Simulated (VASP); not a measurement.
Wanted: the native input for a VASP 6.6.1 run.

* Task: single point
* Functional: PBE
* Potentials or basis: VASP PAW PBE potentials, release 64 (Zr_sv)
* Cutoff: 520 eV
* k mesh: 14 × 14 × 14
* Occupations: fermi-dirac, width 0.1 eV
* Spin: no spin polarisation
* Dipole correction: no
* Further INCAR settings: ALGO = Normal; EDIFF = 1e-06; NBANDS = 12

The structure of Zr lies in POSCAR:

```
Zr
1.0
    2.9161712096      0.0000000000      0.0000000000
    0.0000000000      2.9161712096      0.0000000000
    0.0000000000      0.0000000000      2.9161712096
Zr
1
Direct
    0.0000000000      0.0000000000      0.0000000000
```

One way to write it, as run:

INCAR

```
PREC = Accurate
ENCUT = 520
EDIFF = 1E-6
ISMEAR = -1
SIGMA = 0.1
LREAL = False
LASPH = True
NELM = 60
ALGO = Normal
ISIF = 2
LWAVE = False
LCHARG = True
GGA = PE
LELF = True
LVHAR = True
NBANDS = 12
```

KPOINTS

```
Automatic mesh
0
Gamma
  14 14 14
```

Potentials or basis: VASP PAW PBE potentials, release 64 (Zr_sv).

Run with:

```console
$ cat potpaw_PBE.64/Zr_sv/POTCAR > POTCAR
$ mpirun -np 1 vasp_std > vasp.out
```

Results of the run:

| Item | Value |
| --- | --- |
| Pressure | 0.0 GPa |
| Band gap on the k mesh | zero (band 6 reaches 8.65 eV, above the bottom of band 7 at 6.32 eV) |

Wall time 8.5 s on 1 thread of Intel(R) Xeon(R) 6975P-C (Granite Rapids), with other jobs on the host, peak memory 0.15 GiB.
